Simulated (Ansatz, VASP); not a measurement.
## InSb: VASP beside Ansatz

```
In Sb
1.0
     0.00000    3.31231    3.31231
     3.31231    0.00000    3.31231
     3.31231    3.31231    0.00000
In Sb
1 1
Cartesian
  0.0000 0.0000 0.0000
  1.6562 1.6562 1.6562
```

Change from the starting cell: hydrostatic strain +1.0%.

Alike in both runs: task single point; functional HSE06; k mesh 4 × 4 × 4; occupations fermi-dirac, width 0.02 eV; no spin polarisation.

|  | VASP | Ansatz |
| --- | --- | --- |
| version | VASP 6.6.1 | Ansatz 0.2.0 |
| potentials or method | VASP PAW PBE potentials, release 64 (In_d, Sb) | plane waves, PAW |
| plane-wave cutoff (eV) | 520 | 420 |
| valence electrons in the cell | 18 | 28 |

Ansatz gave:

| Property | Result |
| --- | --- |
| pressure (GPa) | -1.3 |

Task: Which values does VASP return?

Result: Pressure (GPa): -1.8.

VASP's potentials hold 18 valence electrons a cell and Ansatz's 28, so a difference there can come from the potentials and not from the codes. Ansatz's warnings: stress exchange threshold loose, stress scf threshold loose.

Spin-orbit coupling is off throughout.
